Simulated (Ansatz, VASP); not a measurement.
# Na: VASP beside Ansatz

File POSCAR:

```
Na
1.0
    0.0000000000      2.5126848622      2.5126848622
    2.5126848622      0.0000000000      2.5126848622
    2.5126848622      2.5126848622      0.0000000000
Na
1
Direct
    0.0000000000      0.0000000000      0.0000000000
```

File INCAR.step1:

```
SYSTEM = Na
PREC = Accurate ; ENCUT = 520
ISMEAR = -1 ; SIGMA = 0.05
LREAL = .False. ; LASPH = .True.
NELM = 100 ; NBANDS = 10
GGA = PE ; ALGO = Normal
EDIFF = 1E-4 ; LWAVE = .True.
LCHARG = .False.
```

Contents of INCAR.step2:

```
SYSTEM = Na
PREC = Accurate ; ENCUT = 520
EDIFF = 1E-6 ; ISMEAR = -1
SIGMA = 0.05 ; LREAL = .False.
LASPH = .True. ; NELM = 100
ALGO = Normal ; ISIF = 2
LWAVE = .False. ; LCHARG = .False.
METAGGA = R2SCAN ; LMIXTAU = .True.
NBANDS = 10 ; ISTART = 1
```

Contents of KPOINTS:

```
Automatic mesh
0
Gamma
  13 13 13
  0 0 0
```

Input for Ansatz:

```yaml
crystal:
  lattice:
    - [0.0, 2.5126848622, 2.5126848622]
    - [2.5126848622, 0.0, 2.5126848622]
    - [2.5126848622, 2.5126848622, 0.0]
  atoms:
    - { symbol: Na, position: [0.0, 0.0, 0.0] }
kpoints:
  mp_grid: { grid: [13, 13, 13] }
scf:
  occupations: { method: fermi_dirac, width: 0.05 }
  initial_density: { chi_scale: 0.0 }
hamiltonian:
  xc: r2scan
  pseudopotentials: { kind: paw }
output:
  forces: true
  stress: true
  eigenvalues: true
  populations: true
```

Alike in both runs: task single point; functional r2SCAN; k mesh 13 × 13 × 13; occupations fermi-dirac, width 0.05 eV; no spin polarisation.

|  | VASP | Ansatz |
| --- | --- | --- |
| version | VASP 6.6.1 | Ansatz 0.2.0 |
| potentials or method | VASP PAW PBE potentials, release 64 (Na_pv) | PAW with Ansatz's default frozen-core files, scalar-relativistic |
| plane-wave cutoff (eV) | 520 | 500 |
| valence electrons in the cell | 7 | 9 |

|  | VASP | Ansatz | Ansatz less VASP |
| --- | --- | --- | --- |
| gap on the k mesh at the Fermi level (eV) | none | none | - |
| pressure (GPa) | 1.8 | 1.8 | -0.02 |

VASP's potentials were made for PBE, not for r2SCAN. A gap of «none» marks a metal or a gap that the smearing closes. VASP's potentials hold 7 valence electrons a cell and Ansatz's 9, so a difference there can come from the potentials and not from the codes.
